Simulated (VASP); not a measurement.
# CuO (P-6m2) in VASP: further runs

Aim: see how the results for CuO move with the level of theory and the settings. Levels: PBEsol, PBE, LDA. Tasks: single point, relaxation of cell and atoms.

Everything below comes from runs of VASP 6.6.1. Logs are shortened: lines on timing, memory, paths and dates and some standing lists are left out, and cuts for length are marked.

### 1 The cell of the first run

It takes space group P-6m2 (No. 187, hexagonal). Conventional cell: a = 2.830 Å, b = 2.830 Å, c = 2.651 Å, α = 90.00°, β = 90.00°, γ = 120.00°. Cu (site symmetry -6m2) has 6 O at 2.10 Å and 2 Cu at 2.65 Å within 2.8 Å. O (site symmetry -6m2) has 6 Cu at 2.10 Å and 2 O at 2.65 Å within 2.8 Å.

### 2 Single point, PBEsol

File INCAR:

```
ALGO     = Normal         # electronic algorithm
EDIFF    = 1E-7           # SCF threshold, eV
ENCUT    = 520            # plane-wave cutoff, eV
GGA      = PS             # functional
ISIF     = 2              # what is computed and relaxed
ISMEAR   = -1             # smearing method
LASPH    = T              # aspherical terms in the spheres
LCHARG   = T              # write CHGCAR
LELF     = T              # ELF
LREAL    = F              # projectors in reciprocal space
LVHAR    = T            
LWAVE    = F              # write WAVECAR
NBANDS   = 16             # bands
NELM     = 100            # most SCF steps
PREC     = Accurate       # precision mode
SIGMA    = 0.05           # smearing width, eV
```

File KPOINTS:

```
k-points
0
Gamma
  9 9 8
```

File POSCAR:

```
CuO
1.0
    2.8297677450     -0.0000000029      0.0000000000
   -1.4148838700      2.4506507555      0.0000000000
    0.0000000000      0.0000000000      2.6512735495
Cu O
1 1
Direct
    0.0000000000      0.0000000000      0.0000000000
    0.6666666667      0.3333333333      0.5000000000
```

Potentials or basis: VASP PAW PBE potentials, release 64 (Cu, O).

Launch:

```sh
> cat potpaw_PBE.64/Cu/POTCAR potpaw_PBE.64/O/POTCAR > POTCAR
> mpirun -np 1 vasp_std > vasp.out
```

OUTCAR:

```text
EDIFF = 1E-7
   ENCUT = 520
   GGA = PS
   ISIF = 2
   ISMEAR = -1
   LASPH = T
   LREAL = F
   NELM = 100
   PREC = Accurate

 ion  position               nearest neighbor table
   1  0.000  0.000  0.000-   2 2.10   2 2.10   2 2.10   2 2.10   2 2.10   2 2.10
   2  0.667  0.333  0.500-   1 2.10   1 2.10   1 2.10   1 2.10   1 2.10   1 2.10

  LATTYP: Found a hexagonal cell.
 ALAT       =     2.8297677450
 C/A-ratio  =     0.9369226694

  Lattice vectors:

 A1 = (   2.8297677450,  -0.0000000029,   0.0000000000)
 A2 = (  -1.4148838700,   2.4506507555,   0.0000000000)
 A3 = (   0.0000000000,   0.0000000000,   2.6512735495)

Analysis of symmetry for initial positions (statically):
=====================================================================
 Subroutine PRICEL returns:
 Original cell was already a primitive cell.

 Routine SETGRP: Setting up the symmetry group for a
 hexagonal supercell.

 Subroutine GETGRP returns: Found 12 space group operations
 (whereof 12 operations were pure point group operations)
 out of a pool of 24 trial point group operations.

The static configuration has the point symmetry D_3h.

Analysis of symmetry for dynamics (positions and initial velocities):
=====================================================================
 Subroutine PRICEL returns:
 Original cell was already a primitive cell.

 Routine SETGRP: Setting up the symmetry group for a
 hexagonal supercell.

 Subroutine GETGRP returns: Found 12 space group operations
 (whereof 12 operations were pure point group operations)
 out of a pool of 24 trial point group operations.

The dynamic configuration has the point symmetry D_3h.

 Subroutine INISYM returns: Found 12 space group operations
 (whereof 12 operations are pure point group operations),
 and found     1 'primitive' translations

----------------------------------------------------------------------------------------

                                     Primitive cell

  volume of cell :      18.3860

  direct lattice vectors                    reciprocal lattice vectors
     2.829767745 -0.000000003  0.000000000     0.353385893  0.204027440  0.000000000
    -1.414883870  2.450650755  0.000000000     0.000000000  0.408054880  0.000000000
     0.000000000  0.000000000  2.651273549     0.000000000  0.000000000  0.377177225

  length of vectors
     2.829767745  2.829767745  2.651273549     0.408054880  0.408054880  0.377177225

  position of ions in fractional coordinates (direct lattice)
     0.000000000  0.000000000  0.000000000
     0.666666667  0.333333333  0.500000000

  ion indices of the primitive-cell ions
   primitive index   ion index
                 1           1
                 2           2

----------------------------------------------------------------------------------------

 KPOINTS: k-points

Automatic generation of k-mesh.
 Grid dimensions read from file:
 generate k-points for:    9    9    8

 Generating k-lattice:

  Cartesian coordinates                     Fractional coordinates (reciprocal lattice)
     0.039265099  0.022669716  0.000000000     0.111111111  0.000000000  0.000000000
     0.000000000  0.045339431  0.000000000     0.000000000  0.111111111  0.000000000
     0.000000000  0.000000000  0.047147153     0.000000000  0.000000000  0.125000000

  Length of vectors
     0.045339431  0.045339431  0.047147153

  Shift w.r.t. Gamma in fractional coordinates (k-lattice)
     0.000000000  0.000000000  0.000000000

 Subroutine IBZKPT returns following result:
 ===========================================

 Found     60 irreducible k-points:

 Following reciprocal coordinates:
            Coordinates               Weight
  0.000000  0.000000  0.000000      1.000000
  0.111111  0.000000  0.000000      6.000000
  0.222222  0.000000  0.000000      6.000000
  0.333333  0.000000  0.000000      6.000000
  0.444444  0.000000  0.000000      6.000000
  0.111111  0.111111  0.000000      6.000000
[... 16 lines left out ...]
  0.333333  0.222222  0.125000     24.000000
  0.333333  0.333333  0.125000      4.000000
 [... further k-points ...]
   k-points           NKPTS =     60   k-points in BZ     NKDIM =     60   number of bands    NBANDS=     16
   number of dos      NEDOS =    301   number of ions     NIONS =      2
   total plane-waves  NPLWV =  11520
   dimension x,y,z NGX =    24 NGY =   24 NGZ =   20
   dimension x,y,z NGXF=    48 NGYF=   48 NGZF=   40
   ions per type =               1   1
   NGX,Y,Z   is equivalent  to a cutoff of  14.10, 14.10, 12.54 a.u.
   NGXF,Y,Z  is equivalent  to a cutoff of  28.20, 28.20, 25.08 a.u.
 SYSTEM =  unknown system
   PREC   = accura    normal or accurate (medium, high low for compatibility)
   ISTART =      0    job   : 0-new  1-cont  2-samecut
   ICHARG =      2    charge: 1-file 2-atom 10-const
   ISPIN  =      1    spin polarized calculation?
   LNONCOLLINEAR =      F non collinear calculations
   LSORBIT =      F    spin-orbit coupling
   LASPH  =      T    aspherical Exc in radial PAW
   ENCUT  =  520.0 eV  38.22 Ry    6.18 a.u.   5.26  5.26  4.93*2*pi/ulx,y,z
   NELM   =    100;   NELMIN=  2; NELMDL= -5     # of ELM steps
   EDIFF  = 0.1E-06   stopping-criterion for ELM
   LREAL  =      F    real-space projection
   EDIFFG = 0.1E-05   stopping-criterion for IOM
   NSW    =      0    number of steps for IOM
   IBRION =     -1    ionic relax: 0-MD 1-quasi-New 2-CG
   NFREE  =      0    steps in history (QN), initial steepest desc. (CG)
   ISIF   =      2    stress and relaxation
   ISYM   =      2    0-nonsym 1-usesym 2-fastsym
   POTIM  = 0.5000    time-step for ionic-motion
   TEBEG  =    0.0;   TEEND  =   0.0 temperature during run
   PSTRESS=    0.0 pullay stress
   NELECT =      17.0000    total number of electrons
   NUPDOWN=      -1.0000    fix difference up-down
   EMIN   =  10.00;   EMAX   =-10.00  energy-range for DOS
   EFERMI =   0.00;   METHOD = LEGACY
   ISMEAR =    -1;   SIGMA  =   0.05  broadening in eV -4-tet -1-fermi 0-gaus
   EFERMI_NEDOS =   21; number of points for ismear=-14 and -15
   IALGO  =     38    algorithm
   IMIX   =      4    mixing-type and parameters
     AMIX     =   0.40;   BMIX     =  1.00
     AMIX_MAG =   1.60;   BMIX_MAG =  1.00
  volume/ion in A,a.u.               =       9.19        62.04
  Fermi-wavevector in a.u.,A,eV,Ry     =   1.594883  3.013892 34.608493  2.543652
  Thomas-Fermi vector in A             =   2.692888
   LORBIT       =      0    0 simple, 1 ext, 2 COOP (PROOUT), +10 PAW based schemes
   GGA     = PS    functional components
   LHFCALC =     F    Hartree Fock is set to
   AEXX    =    0.0000 exact exchange contribution
   IVDW    =     0    specifies the selected vdW correction
   LEPSILON=     F    determine dielectric tensor
   LRPA    =     F    only Hartree local field effects (RPA)
 non-spin polarized calculation
  energy-cutoff  :      520.00
  volume of cell :       18.39
 maximum number of plane-waves:       513
 NGX is ok and might be reduce to    24
   NGX = 11   NGY = 11   NGZ =  9

 number of electron      17.0000014 magnetization

 Free energy of the ion-electron system (eV)
  ---------------------------------------------------
  ext. energy  EPLUGINS =         0.00000000
  ---------------------------------------------------
  free energy    TOTEN  =       -10.10753289 eV

  energy without entropy =      -10.09096646  energy(sigma->0) =      -10.09924968

 E-fermi :   6.2688     XC(G=0): -12.8729

 val. band max:        6.2407155190   @ k =   0.3333   0.0000   0.0000
 cond. band min:       6.3286465681   @ k =   0.1111   0.1111   0.3750
 fundamental gap:      0.0879310491
 Fermi energy:         6.2687942647

 k-point     1 :       0.0000    0.0000    0.0000
  band No.  band energies     occupation
      1     -13.3725      2.00000
      2       2.2596      2.00000
      3       2.2596      2.00000
      4       2.8489      2.00000
      5       3.7783      2.00000
      6       4.4467      2.00000
[... 8 lines left out ...]
     15      27.1338      0.00000
     16      33.0350      0.00000

 k-point     2 :       0.1111    0.0000    0.0000
  band No.  band energies     occupation
      1     -13.2409      2.00000
      2       1.7717      2.00000
      3       2.3281      2.00000
      4       2.9361      2.00000
      5       3.3489      2.00000
      6       4.4338      2.00000
[... 8 lines left out ...]
     15      28.9543      0.00000
     16      32.8507      0.00000

 k-point     3 :       0.2222    0.0000    0.0000
  band No.  band energies     occupation
      1     -12.8886      2.00000
      2       0.6882      2.00000
      3       2.5135      2.00000
      4       2.8326      2.00000
      5       3.0894      2.00000
      6       4.4012      2.00000
[... 8 lines left out ...]
     15      29.8879      0.00000
     16      33.1809      0.00000

 k-point     4 :       0.3333    0.0000    0.0000
  band No.  band energies     occupation
      1     -12.4464      2.00000
      2      -0.4145      2.00000
      3       2.4684      2.00000
      4       2.7539      2.00000
      5       3.1561      2.00000
      6       4.3642      2.00000
[... 8 lines left out ...]
     15      30.0046      0.00000
     16      34.3618      0.00000

 k-point     5 :       0.4444    0.0000    0.0000
  band No.  band energies     occupation
      1     -12.1274      2.00000
      2      -1.1023      2.00000
      3       2.2839      2.00000
      4       2.9387      2.00000
      5       3.1191      2.00000
      6       4.3402      2.00000
[... 8 lines left out ...]
     15      30.7750      0.00000
     16      33.5299      0.00000

 k-point     6 :       0.1111    0.1111    0.0000
  band No.  band energies     occupation
      1     -12.9986      2.00000
      2       1.0395      2.00000
      3       2.4010      2.00000
      4       2.9613      2.00000
      5       3.0654      2.00000
      6       4.4018      2.00000
[... 8 lines left out ...]
     15      30.2978      0.00000
     16      32.0497      0.00000

 k-point     7 :       0.2222    0.1111    0.0000
  band No.  band energies     occupation
      1     -12.5982      2.00000
      2       0.0654      2.00000
      3       2.4164      2.00000
      4       2.5870      2.00000
      5       3.2620      2.00000
      6       4.3459      2.00000
[... 8 lines left out ...]
     15      30.2779      0.00000
     16      32.6011      0.00000

 k-point     8 :       0.3333    0.1111    0.0000
  band No.  band energies     occupation
      1     -12.2099      2.00000
      2      -0.7318      2.00000
      3       2.3274      2.00000
      4       2.3476      2.00000
      5       3.4544      2.00000
      6       4.2954      2.00000
[... 8 lines left out ...]
     15      30.3298      0.00000
     16      32.5883      0.00000

 k-point     9 :       0.4444    0.1111    0.0000
  band No.  band energies     occupation
      1     -12.0450      2.00000
      2      -1.0417      2.00000
      3       2.2635      2.00000
      4       2.2668      2.00000
      5       3.5418      2.00000
      6       4.2752      2.00000
[... 8 lines left out ...]
     15      30.8333      0.00000
     16      31.9011      0.00000
[... 172 lines left out ...]
 k-point    19 :       0.2222    0.1111    0.1250
  band No.  band energies     occupation
      1     -12.4771      2.00000
      2       0.2237      2.00000
      3       1.9784      2.00000
      4       2.3839      2.00000
      5       3.4365      2.00000
      6       4.2920      2.00000
[... 8 lines left out ...]
     15      29.4172      0.00000
     16      33.0228      0.00000

 k-point    20 :       0.3333    0.1111    0.1250
  band No.  band energies     occupation
      1     -12.1075      2.00000
      2      -0.5571      2.00000
      3       1.9112      2.00000
      4       2.2604      2.00000
      5       3.5148      2.00000
      6       4.4122      2.00000
[... 8 lines left out ...]
     15      30.2150      0.00000
     16      33.2317      0.00000

 k-point    21 :       0.4444    0.1111    0.1250
  band No.  band energies     occupation
      1     -11.9512      2.00000
      2      -0.8614      2.00000
      3       1.8884      2.00000
      4       2.1857      2.00000
      5       3.5401      2.00000
      6       4.5422      2.00000
[... 8 lines left out ...]
     15      30.7974      0.00000
     16      33.3517      0.00000

 k-point    22 :       0.2222    0.2222    0.1250
  band No.  band energies     occupation
      1     -12.1405      2.00000
      2      -0.2245      2.00000
      3       1.6689      2.00000
      4       2.1050      2.00000
      5       3.6414      2.00000
      6       4.3198      2.00000
[... 8 lines left out ...]
     15      28.3019      0.00000
     16      33.7943      0.00000

 k-point    23 :       0.3333    0.2222    0.1250
  band No.  band energies     occupation
      1     -11.9067      2.00000
      2      -0.4164      2.00000
      3       1.2640      2.00000
      4       1.9664      2.00000
      5       3.7973      2.00000
      6       4.4623      2.00000
[... 8 lines left out ...]
     15      29.5878      0.00000
     16      33.2464      0.00000

 k-point    24 :       0.3333    0.3333    0.1250
  band No.  band energies     occupation
      1     -11.8268      2.00000
      2       0.0124      2.00000
      3       0.5326      2.00000
      4       1.9300      2.00000
      5       3.9777      2.00000
      6       4.4431      2.00000
[... 8 lines left out ...]
     15      29.7771      0.00000
     16      32.7889      0.00000

 [... further k-points ...]
[... 5 lines left out ...]
  --------------------------------------------------------------------------------------
  -------------------------------------------------------------------------------------
  Total        0.0547958      0.0547958      0.0591638     -0.0000000     -0.0000000      0.0000000
  in kB        4.7749753      4.7749753      5.1556039     -0.0000000     -0.0000000      0.0000000
  external PRESSURE =       4.9018515 kB  Pullay stress =       0.0000000 kB

 VOLUME and BASIS-vectors are now :
 -----------------------------------------------------------------------------
  energy-cutoff  :      520.00
  volume of cell :       18.39
      direct lattice vectors                 reciprocal lattice vectors
     2.829767745 -0.000000003  0.000000000     0.353385893  0.204027440  0.000000000
    -1.414883870  2.450650755  0.000000000     0.000000000  0.408054880  0.000000000
     0.000000000  0.000000000  2.651273549     0.000000000  0.000000000  0.377177225

 POSITION                                       TOTAL-FORCE (eV/Angst)
 -----------------------------------------------------------------------------------
      0.00000      0.00000      0.00000         0.000000     -0.000000      0.000000
      1.41488      0.81688      1.32564        -0.000000      0.000000      0.000000
 -----------------------------------------------------------------------------------
    total drift:                                0.000000     -0.000000      0.000000

  FREE ENERGIE OF THE ION-ELECTRON SYSTEM (eV)
  ---------------------------------------------------
  free  energy   TOTEN  =       -10.1075328869 eV

  energy  without entropy=      -10.0909664642  energy(sigma->0) =      -10.09924968
```

It took 10 s on 1 thread of Intel Xeon Platinum 8488C (Sapphire Rapids), shared host; peak memory 0.14 GiB.

Results:

```
Free energy : -10.1075 eV
Pressure    : 0.5 GPa
```

Levels at points of the mesh, in eV from the Fermi level:
| k point | band 7 | band 8 | band 9 | band 10 | band 11 | band 12 |
| --- | --- | --- | --- | --- | --- | --- |
| (0.00, 0.00, 0.00) | -1.82 | -0.12 | -0.12 | 1.25 | 15.55 | 16.18 |
| (0.00, 0.00, 0.50) | -1.39 | -0.25 | -0.25 | 7.49 | 7.62 | 21.14 |

Caveat: the PAW data sets were made with another functional, which shifts forces and pressure a little; an odd number of electrons without spin polarisation forces a metal; a magnetic or distorted state may lie lower; semilocal functionals often make such compounds metallic where correlation or magnetic order opens a gap, which also shifts bond lengths. With open d or f shells a metallic result of PBEsol can be an artefact of self-interaction; +U or a hybrid may open a gap.

### 3 Single point, PBE

This run uses another cell than the first one, of 9.68 Å³/atom, 1.053 times its volume.

File INCAR:

```
PREC = Accurate
ENCUT = 520
EDIFF = 1E-6
ISMEAR = -1
SIGMA = 0.05
LREAL = F
LASPH = T
NELM = 60
ALGO = Normal
ISIF = 2
LWAVE = F
LCHARG = F
GGA = PE
NBANDS = 16
```

File KPOINTS:

```
regular mesh
0
Gamma
  9 9 8
```

File POSCAR:

```
CuO
1.0
    2.8839719714     -0.0000000029      0.0000000000
   -1.4419859832      2.4975929925      0.0000000000
    0.0000000000      0.0000000000      2.6884799181
Cu O
1 1
Direct
    0.0000000000      0.0000000000      0.0000000000
    0.6666666667      0.3333333333      0.5000000000
```

Potentials or basis: VASP PAW PBE potentials, release 64 (Cu, O).

Launch:

```sh
> cat potpaw_PBE.64/Cu/POTCAR potpaw_PBE.64/O/POTCAR > POTCAR
> mpirun -np 1 vasp_std > vasp.out
```

Wall time 14 s (1 thread of Intel Xeon Platinum 8488C (Sapphire Rapids), shared host); peak memory 0.14 GiB.

The run converged. Its results:

| Property | Result |
| --- | --- |
| Free energy | -9.1742 eV |
| Pressure | 0.2 GPa |

Levels at points of the mesh, in eV from the Fermi level:
| k point | band 7 | band 8 | band 9 | band 10 | band 11 | band 12 |
| --- | --- | --- | --- | --- | --- | --- |
| (0.00, 0.00, 0.00) | -1.70 | -0.11 | -0.11 | 1.10 | 15.58 | 15.90 |
| (0.00, 0.00, 0.50) | -1.32 | -0.23 | -0.23 | 7.32 | 7.41 | 20.52 |

Caveat: an odd number of electrons without spin polarisation forces a metal; a magnetic or distorted state may lie lower; semilocal functionals often make such compounds metallic where correlation or magnetic order opens a gap, which also shifts bond lengths.

(Part 1 of 2 ends here.)
